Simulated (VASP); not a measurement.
A run of VASP 6.6.1:

The input INCAR:

```
SYSTEM = Tc
PREC = Accurate
ENCUT = 500
EDIFF = 1E-7
ISMEAR = -1
SIGMA = 0.1
LREAL = .False.
LASPH = .True.
NELM = 120
ALGO = Normal
ISIF = 8
LWAVE = .False.
LCHARG = .False.
GGA = PS
IBRION = 2
NSW = 80
EDIFFG = -0.01
GGA_COMPAT = .False.
NELMIN = 4
```

The input KPOINTS:

```
Automatic mesh
0
Gamma
  8 8 8
  0 0 0
```

Contents of POSCAR:

```
Tc
1.0
    0.0000000000      1.9250000000      1.9250000000
    1.9250000000      0.0000000000      1.9250000000
    1.9250000000      1.9250000000      0.0000000000
Tc
1
Direct
    0.0000000000      0.0000000000      0.0000000000
```

Potentials or basis: VASP PAW PBE potentials, release 64 (Tc_pv).

Command:

```console
$ cat potpaw_PBE.64/Tc_pv/POTCAR > POTCAR
$ mpirun -np 1 vasp_std > vasp.out
```

Hardware: 1 thread of Intel(R) Xeon(R) 6975P-C (Granite Rapids) (shared host).

How long does it take, and how much memory?

Run time: 5.4 s on 1 thread of Intel(R) Xeon(R) 6975P-C (Granite Rapids), on a shared host, peak memory 0.13 GiB. Counts: scf iterations 27, k points 29, ion steps 3.
